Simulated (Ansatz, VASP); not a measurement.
## One calculation of MgS, two programs

File INCAR:

```
ALGO = Normal
EDIFF = 1E-7
EDIFFG = -0.01
ENCUT = 600
GGA = PE
IBRION = 2
ISIF = 3
ISMEAR = 0
LASPH = True
LCHARG = False
LREAL = False
LWAVE = False
NELM = 100
NSW = 100
PREC = Accurate
SIGMA = 0.02
```

The input KPOINTS:

```
k-points
0
Gamma
  4 4 4
```

Contents of POSCAR:

```
MgS
1.0
    6.9676283808      0.0000000000      0.0000000000
    0.0000000000      6.9676283808      0.0000000000
    0.0000000000      0.0000000000      6.9676283808
Mg S
6 6
Direct
    0.5000000000      0.0000000000      0.7500000000
    0.7500000000      0.5000000000      0.0000000000
    0.0000000000      0.7500000000      0.5000000000
    0.5000000000      0.0000000000      0.2500000000
    0.2500000000      0.5000000000      0.0000000000
    0.0000000000      0.2500000000      0.5000000000
    0.0000000000      0.5000000000      0.7500000000
    0.7500000000      0.0000000000      0.5000000000
    0.5000000000      0.7500000000      0.0000000000
    0.0000000000      0.5000000000      0.2500000000
    0.2500000000      0.0000000000      0.5000000000
    0.5000000000      0.2500000000      0.0000000000
```

Input for Ansatz:

```yaml
crystal:
  lattice:
    - [6.9676283808, 0.0, 0.0]
    - [0.0, 6.9676283808, 0.0]
    - [0.0, 0.0, 6.9676283808]
  atoms:
    - { symbol: Mg, position: [0.5, 0.0, 0.75] }
    - { symbol: Mg, position: [0.75, 0.5, 0.0] }
    - { symbol: Mg, position: [0.0, 0.75, 0.5] }
    - { symbol: Mg, position: [0.5, 0.0, 0.25] }
    - { symbol: Mg, position: [0.25, 0.5, 0.0] }
    - { symbol: Mg, position: [0.0, 0.25, 0.5] }
    - { symbol: S, position: [0.0, 0.5, 0.75] }
    - { symbol: S, position: [0.75, 0.0, 0.5] }
    - { symbol: S, position: [0.5, 0.75, 0.0] }
    - { symbol: S, position: [0.0, 0.5, 0.25] }
    - { symbol: S, position: [0.25, 0.0, 0.5] }
    - { symbol: S, position: [0.5, 0.25, 0.0] }
basis:
  ecutwfc: 420
kpoints:
  mp_grid: { grid: [4, 4, 4] }
hamiltonian:
  xc: pbe
scf:
  occupations: { method: gaussian, width: 0.02 }
output:
  forces: true
  stress: true
  eigenvalues: true
relax:
  adjacent_minimum: "off"
  f_tol: 0.01
  max_steps: 80
  cell: { stress_tol: 0.05 }
```

Alike in both runs: task relaxation of cell and atoms; functional PBE; k mesh 4 × 4 × 4; occupations gaussian, width 0.02 eV; no spin polarisation.

|  | VASP | Ansatz |
| --- | --- | --- |
| version | VASP 6.6.1 | Ansatz 0.2.0 |
| potentials or method | VASP PAW PBE potentials, release 64 (Mg, S), cutoff 600 eV | scalar-relativistic, plane waves, PAW |
| valence electrons in the cell | 48 | 96 |

VASP gave:

```
gap on the k mesh at the Fermi level, each at its own relaxed structure (eV) : 3.04
relaxed volume (Å³/atom)                                                     : 28.36
relaxed length of the cell vector where the two differ most in proportion (Å)              : 6.981
```

**Question.** Which values does Ansatz return?

**Answer.** gap on the k mesh at the Fermi level, each at its own relaxed structure (eV): 3.05; relaxed volume (Å³/atom): 28.40; relaxed length of the cell vector where the two differ most in proportion (Å): 6.985.

VASP's potentials hold 48 valence electrons a cell and Ansatz's 96, so a difference there can come from the potentials and not from the codes.
